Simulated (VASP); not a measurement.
# TePb (Fm-3m) in VASP: single point with r2SCAN

Aim: the single point of TePb with r2SCAN.

Program: VASP 6.6.1. These are calculated values, not measurements. Logs are shortened: lines on timing, memory, paths and dates and some standing lists are left out, and cuts for length are marked.

## (1) The cell of the first run

The structure is cubic, space group Fm-3m (No. 225). The conventional cell has a = 6.536 Å, b = 6.536 Å, c = 6.536 Å, α = 90.00°, β = 90.00°, γ = 90.00°. Pb (site symmetry m-3m) has 6 Te at 3.27 Å within 4.3 Å. Within 4.3 Å of Te (site symmetry m-3m) lie 6 Pb at 3.27 Å.

## (2) Single point, r2SCAN, non-collinear spin, zero start, spin-orbit coupling

Input file POSCAR:

```
TePb
1.0
    0.0000000000      3.2678368488      3.2678368488
    3.2678368488      0.0000000000      3.2678368488
    3.2678368488      3.2678368488      0.0000000000
Pb Te
1 1
Direct
    0.0000000000      0.0000000000      0.0000000000
    0.5000000000      0.5000000000      0.5000000000
```

Input file INCAR.step1:

```
SYSTEM = TePb
ALGO = Normal ; EDIFF = 1E-4
ENCUT = 520 ; GGA = PE
GGA_COMPAT = .False. ; ISMEAR = -1
LASPH = .True. ; LCHARG = .False.
LREAL = .False. ; LSORBIT = .True.
LWAVE = .True. ; MAGMOM = 0 0 0 0 0 0
NBANDS = 32 ; NELM = 150
PREC = Accurate ; SIGMA = 0.02
```

Input file INCAR.step2:

```
SYSTEM = TePb
ALGO = Normal ; EDIFF = 1E-6
ENCUT = 520 ; GGA_COMPAT = .False.
ISIF = 2 ; ISMEAR = -1
ISTART = 1 ; LASPH = .True.
LCHARG = .True. ; LMIXTAU = .True.
LORBIT = 11 ; LORBMOM = .True.
LREAL = .False. ; LSORBIT = .True.
LVHAR = .True. ; LWAVE = .False.
MAGMOM = 0 0 0 0 0 0 ; METAGGA = R2SCAN
NBANDS = 32 ; NELM = 150
PREC = Accurate ; SIGMA = 0.02
```

Input file KPOINTS:

```
k-points
0
Gamma
  8 8 8
  0 0 0
```

Potentials or basis: VASP PAW PBE potentials, release 64 (Pb_d, Te).

Command:

```bash
cat potpaw_PBE.64/Pb_d/POTCAR potpaw_PBE.64/Te/POTCAR > POTCAR
cp INCAR.step1 INCAR
mpirun -np 1 vasp_ncl > vasp.out
cp INCAR.step2 INCAR
mpirun -np 1 vasp_ncl > vasp.out
```

OUTCAR:

```text
SYSTEM = TePb
   EDIFF = 1E-6
   ENCUT = 520
   ISIF = 2
   ISMEAR = -1
   ISTART = 1
   LASPH = .True.
   LORBIT = 11
   LREAL = .False.
   LSORBIT = .True.
   METAGGA = R2SCAN
   NELM = 150
   PREC = Accurate

 ion  position               nearest neighbor table
   1  0.000  0.000  0.000-   2 3.27   2 3.27   2 3.27   2 3.27   2 3.27   2 3.27
   2  0.500  0.500  0.500-   1 3.27   1 3.27   1 3.27   1 3.27   1 3.27   1 3.27

  LATTYP: Found a face centered cubic cell.
 ALAT       =     6.5356736976

  Lattice vectors:

 A1 = (   0.0000000000,   3.2678368488,   3.2678368488)
 A2 = (   3.2678368488,   0.0000000000,   3.2678368488)
 A3 = (   3.2678368488,   3.2678368488,   0.0000000000)

Analysis of symmetry for initial positions (statically):
=====================================================================
 Subroutine PRICEL returns:
 Original cell was already a primitive cell.

 Routine SETGRP: Setting up the symmetry group for a
 face centered cubic supercell.

 Subroutine GETGRP returns: Found 48 space group operations
 (whereof 48 operations were pure point group operations)
 out of a pool of 48 trial point group operations.

The static configuration has the point symmetry O_h .

Analysis of symmetry for dynamics (positions and initial velocities):
=====================================================================
 Subroutine PRICEL returns:
 Original cell was already a primitive cell.

 Routine SETGRP: Setting up the symmetry group for a
 face centered cubic supercell.

 Subroutine GETGRP returns: Found 48 space group operations
 (whereof 48 operations were pure point group operations)
 out of a pool of 48 trial point group operations.

The dynamic configuration has the point symmetry O_h .

Analysis of structural, dynamic, and magnetic symmetry:
=====================================================================
 Subroutine PRICEL returns:
 Original cell was already a primitive cell.

 Routine SETGRP: Setting up the symmetry group for a
 face centered cubic supercell.

 Subroutine GETGRP returns: Found 48 space group operations
 (whereof 48 operations were pure point group operations)
 out of a pool of 48 trial point group operations.

The overall configuration has the point symmetry O_h .

 Subroutine INISYM returns: Found 48 space group operations
 (whereof 48 operations are pure point group operations),
 and found     1 'primitive' translations

----------------------------------------------------------------------------------------

                                     Primitive cell

  volume of cell :      69.7929

  direct lattice vectors                    reciprocal lattice vectors
     0.000000000  3.267836849  3.267836849    -0.153006415  0.153006415  0.153006415
     3.267836849  0.000000000  3.267836849     0.153006415 -0.153006415  0.153006415
     3.267836849  3.267836849  0.000000000     0.153006415  0.153006415 -0.153006415

  length of vectors
     4.621419191  4.621419191  4.621419191     0.265014884  0.265014884  0.265014884

  position of ions in fractional coordinates (direct lattice)
     0.000000000  0.000000000  0.000000000
     0.500000000  0.500000000  0.500000000

  ion indices of the primitive-cell ions
   primitive index   ion index
                 1           1
                 2           2

----------------------------------------------------------------------------------------

 KPOINTS: k-points

Automatic generation of k-mesh.
 Grid dimensions read from file:
 generate k-points for:    8    8    8

 Generating k-lattice:

  Cartesian coordinates                     Fractional coordinates (reciprocal lattice)
    -0.019125802  0.019125802  0.019125802     0.125000000  0.000000000  0.000000000
     0.019125802 -0.019125802  0.019125802     0.000000000  0.125000000  0.000000000
     0.019125802  0.019125802 -0.019125802     0.000000000  0.000000000  0.125000000

  Length of vectors
     0.033126861  0.033126861  0.033126861

[... 93 lines left out ...]

 Free energy of the ion-electron system (eV)
  ---------------------------------------------------
  ext. energy  EPLUGINS =         0.00000000
  ---------------------------------------------------
  free energy    TOTEN  =       -83.20483608 eV

  energy without entropy =      -83.20483324  energy(sigma->0) =      -83.20483466

 E-fermi :   5.2803     XC(G=0):  -9.6500

 val. band max:        5.1295122693   @ k =   0.5000   0.0000   0.0000
 cond. band min:       5.4310682349   @ k =   0.5000   0.0000   0.0000
 fundamental gap:      0.3015559656
 Fermi energy:         5.2803009063

 k-point     1 :       0.0000    0.0000    0.0000
  band No.  band energies     occupation
      1     -13.6899      1.00000
      2     -13.6899      1.00000
      3     -13.6899      1.00000
      4     -13.6899      1.00000
      5     -11.1229      1.00000
      6     -11.1229      1.00000
[... 829 lines left out ...]
     31      15.3286      0.00000
     32      15.3286      0.00000

 [... further k-points ...]

------------------------ aborting loop because EDIFF is reached ----------------------------------------

  FORCE on cell =-STRESS in cart. coord.  units (eV):
  Direction    XX          YY          ZZ          XY          YZ          ZX
  --------------------------------------------------------------------------------------
  -------------------------------------------------------------------------------------
  Total       -0.0430603     -0.0430603     -0.0430603      0.0000000      0.0000000     -0.0000000
  in kB       -0.9885003     -0.9885003     -0.9885003      0.0000000      0.0000000     -0.0000000
  external PRESSURE =      -0.9885003 kB  Pullay stress =       0.0000000 kB

 VOLUME and BASIS-vectors are now :
 -----------------------------------------------------------------------------
  energy-cutoff  :      520.00
  volume of cell :       69.79
      direct lattice vectors                 reciprocal lattice vectors
     0.000000000  3.267836849  3.267836849    -0.153006415  0.153006415  0.153006415
     3.267836849  0.000000000  3.267836849     0.153006415 -0.153006415  0.153006415
     3.267836849  3.267836849  0.000000000     0.153006415  0.153006415 -0.153006415

 POSITION                                       TOTAL-FORCE (eV/Angst)
 -----------------------------------------------------------------------------------
      0.00000      0.00000      0.00000        -0.000000     -0.000000      0.000000
      3.26784      3.26784      3.26784         0.000000      0.000000     -0.000000
 -----------------------------------------------------------------------------------
    total drift:                               -0.000000      0.000000      0.000000

  FREE ENERGIE OF THE ION-ELECTRON SYSTEM (eV)
  ---------------------------------------------------
  free  energy   TOTEN  =       -83.2048360785 eV

  energy  without entropy=      -83.2048332378  energy(sigma->0) =      -83.20483466

 orbital moment (x)

 # of ion     p       d       tot
 ----------------------------------------
  1         0.000   0.000   0.000
  2         0.000   0.000   0.000
 ----------------------------------------
            0.000   0.000   0.000

 orbital moment (y)

 # of ion     p       d       tot
 ----------------------------------------
  1         0.000   0.000   0.000
  2         0.000  -0.000   0.000
 ----------------------------------------
            0.000   0.000   0.000

 orbital moment (z)

 # of ion     p       d       tot
 ----------------------------------------
  1         0.000   0.000   0.000
  2         0.000   0.000   0.000
 ----------------------------------------
            0.000   0.000   0.000

 Spin-Orbit-Coupling matrix elements

 Ion:    1  E_soc:     -0.8408689
 l=   1
     0.0000000    -0.0750310    -0.0750310
    -0.0750310     0.0000000    -0.0750310
    -0.0750310    -0.0750310     0.0000000
 l=   2
     0.0000000    -0.0130174     0.0000000    -0.0130174    -0.0520965
    -0.0130174     0.0000000    -0.0390723    -0.0130174    -0.0130241
     0.0000000    -0.0390723     0.0000000    -0.0390723     0.0000000
    -0.0130174    -0.0130174    -0.0390723     0.0000000    -0.0130241
    -0.0520965    -0.0130241     0.0000000    -0.0130241     0.0000000
 l=   3
     0.0000000     0.0000000     0.0000000     0.0000000     0.0000000     0.0000000     0.0000000
     0.0000000     0.0000000     0.0000000     0.0000000     0.0000000     0.0000000     0.0000000
     0.0000000     0.0000000     0.0000000     0.0000000     0.0000000     0.0000000     0.0000000
     0.0000000     0.0000000     0.0000000     0.0000000     0.0000000     0.0000000     0.0000000
     0.0000000     0.0000000     0.0000000     0.0000000     0.0000000     0.0000000     0.0000000
     0.0000000     0.0000000     0.0000000     0.0000000     0.0000000     0.0000000     0.0000000
     0.0000000     0.0000000     0.0000000     0.0000000     0.0000000     0.0000000     0.0000000

 Ion:    2  E_soc:     -0.2003602
 l=   1
     0.0000000    -0.0334234    -0.0334234
    -0.0334234     0.0000000    -0.0334234
    -0.0334234    -0.0334234     0.0000000
 l=   2
     0.0000000    -0.0000079     0.0000000    -0.0000079     0.0000380
    -0.0000079     0.0000000     0.0000285    -0.0000079     0.0000095
     0.0000000     0.0000285     0.0000000     0.0000285     0.0000000
    -0.0000079    -0.0000079     0.0000285     0.0000000     0.0000095
     0.0000380     0.0000095     0.0000000     0.0000095     0.0000000
 l=   3
     0.0000000     0.0000000     0.0000000     0.0000000     0.0000000     0.0000000     0.0000000
     0.0000000     0.0000000     0.0000000     0.0000000     0.0000000     0.0000000     0.0000000
     0.0000000     0.0000000     0.0000000     0.0000000     0.0000000     0.0000000     0.0000000
     0.0000000     0.0000000     0.0000000     0.0000000     0.0000000     0.0000000     0.0000000
     0.0000000     0.0000000     0.0000000     0.0000000     0.0000000     0.0000000     0.0000000
     0.0000000     0.0000000     0.0000000     0.0000000     0.0000000     0.0000000     0.0000000
     0.0000000     0.0000000     0.0000000     0.0000000     0.0000000     0.0000000     0.0000000

 total charge

# of ion       s       p       d       tot
------------------------------------------
    1        1.451   0.568   9.825  11.844
    2        1.376   2.031   0.017   3.423
--------------------------------------------------
tot          2.827   2.599   9.841  15.267

 magnetization (x)

# of ion       s       p       d       tot
------------------------------------------
    1       -0.000   0.000   0.000  -0.000
    2        0.000   0.000  -0.000   0.000
--------------------------------------------------
tot          0.000   0.000  -0.000   0.000

 magnetization (y)

# of ion       s       p       d       tot
------------------------------------------
    1       -0.000   0.000   0.000  -0.000
    2        0.000   0.000   0.000   0.000
--------------------------------------------------
tot         -0.000   0.000   0.000  -0.000

 magnetization (z)

# of ion       s       p       d       tot
------------------------------------------
    1        0.000   0.000  -0.000   0.000
    2       -0.000   0.000  -0.000  -0.000
--------------------------------------------------
tot          0.000   0.000  -0.000   0.000
```

Wall time 24 min (1 thread of Oxide Virtual Turin-like, shared host); peak memory 0.48 GiB.

What came out:

- Free energy: -83.2048 eV
- Pressure: -0.1 GPa
- Net moment: 0.00 μB per cell
- Valence electrons inside the program's atomic spheres: Pb 11.84; Te 3.42

Moments on the atoms (μB; x, y, z):
```
Pb  0.00 0.00 0.00
Te  0.00 0.00 0.00
```

Caveat: the PAW data sets were made with another functional, which shifts forces and pressure a little.
